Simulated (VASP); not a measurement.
The system is KI.

```
K I
1.0
     4.29109    0.00000    0.00000
     0.00000    4.29109    0.00000
     0.00000    0.00000    4.29109
K I
1 1
Direct
  0.00000 0.00000 0.00000
  0.50000 0.50000 0.50000
```

Program: VASP 6.6.1. Alike in all runs: task single point; no spin polarisation; cell as given. Hardware: 1 thread of AMD EPYC 7R13 (shared host).

Q: Order these runs on this cell by their wall time, lowest first.
A. level HSE06; potentials or basis VASP PAW PBE potentials, release 64 (K_sv, I); k mesh 4 × 4 × 4; cutoff (eV) 520; smearing methfessel-paxton 0.2 eV; grid for exact exchange (PRECFOCK) Normal; screening parameter 0.2079 1/Å
B. level LDA; potentials or basis VASP PAW LDA potentials, release 64 (K_sv, I); k mesh 2 × 2 × 2; cutoff (eV) 500; smearing gaussian 0.01 eV
C. level HSE06; potentials or basis VASP PAW PBE potentials, release 64 (K_sv, I); k mesh 2 × 2 × 2; cutoff (eV) 400; smearing gaussian 0.01 eV; grid for exact exchange (PRECFOCK) Normal; screening parameter 0.2079 1/Å

A: B (8.2 s), C (75 s), A (920 s).

Caveats: some runs use coarse meshes.
